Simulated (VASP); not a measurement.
A run of VASP 6.6.1 is set up as follows.

The input INCAR:

```
SYSTEM = VN2
ALGO     = Normal         ! electronic algorithm
EDIFF    = 1E-6           ! SCF threshold, eV
ENCUT    = 520            ! plane-wave cutoff, eV
GGA      = PE             ! functional
ISIF     = 2              ! what is computed and relaxed
ISMEAR   = -1             ! smearing method
ISPIN    = 2              ! spin polarisation
LASPH    = .TRUE.         ! aspherical terms in the spheres
LCHARG   = .TRUE.         ! write CHGCAR
LELF     = .TRUE.         ! ELF
LMAXMIX  = 4              ! l up to which the mixer works
LORBIT   = 11             ! projections on sites
LREAL    = .FALSE.        ! projectors in reciprocal space
LVHAR    = .TRUE.       
LWAVE    = .FALSE.        ! write WAVECAR
MAGMOM   = 1 1 0 0 0 0    ! initial moments
NBANDS   = 36             ! bands
NELM     = 150            ! most SCF steps
PREC     = Accurate       ! precision mode
SIGMA    = 0.05           ! smearing width, eV
```

Contents of KPOINTS:

```
k-points
0
G
  6 6 6
  0 0 0
```

Contents of POSCAR:

```
VN2
1.0
   -2.1507500000      2.1507500000      2.4913500000
    2.1507500000     -2.1507500000      2.4913500000
    2.1507500000      2.1507500000     -2.4913500000
V N
2 4
Direct
    0.2500000000      0.2500000000      0.0000000000
    0.7500000000      0.7500000000      0.0000000000
    0.1151000000      0.6151000000      0.7302000000
    0.6151000000      0.8849000000      0.5000000000
    0.8849000000      0.3849000000      0.2698000000
    0.3849000000      0.1151000000      0.5000000000
```

Potentials or basis: VASP PAW PBE potentials, release 64 (V_sv, N).

The run is started by

```sh
$ cat potpaw_PBE.64/V_sv/POTCAR potpaw_PBE.64/N/POTCAR > POTCAR
$ mpirun -np 1 vasp_std > vasp.out
```

(1) Estimate the net moment.

(2) What does it give for the band gap on the k mesh?

Results:

(1) 0.00 μB per cell.

(2) zero (filled and empty bands overlap).
